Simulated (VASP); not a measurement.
Runs of VASP 6.6.1 on NaH. The structure is that of space group Fm-3m (No. 225), or close to it. The cells are those of the table. 

| task | cell | k mesh | cutoff (eV) | smearing | gap on the mesh (eV) | pressure (GPa) |
| --- | --- | --- | --- | --- | --- | --- |
| single point | a = 3.451 Å, angles 60.0°, 2 atoms | 8 × 8 × 8 | 520 | gaussian 0.02 eV | 3.52 | -1.2 |
| single point | a = 3.362 Å, angles 60.0°, 2 atoms | 8 × 8 × 8 | 520 | gaussian 0.02 eV | 3.64 | (a) |
| relaxation of cell and atoms | relaxed to 25 GPa from a = 3.388 Å, angles 60.0°, 2 atoms | 8 × 8 × 8 | 600 | gaussian 0.01 eV | 4.39 | 25.0 |
| single point | a = 2.918 Å, angles 60.0°, 2 atoms | 8 × 8 × 8 | 520 | gaussian 0.01 eV | 4.39 | (b) |

Alike in all rows: level PBEsol; potentials or basis VASP PAW PBE potentials, release 64 (Na_pv, H); no spin polarisation.

**Question.** Estimate the missing entries.

**Answer.** (a) 0.6; (b) 25.2.

Caveats: the PAW data sets were made with another functional, which shifts forces and pressure a little; the cell is relaxed towards a set pressure, so the enthalpy falls and the energy may rise (some runs).

A k mesh can miss the band edges.
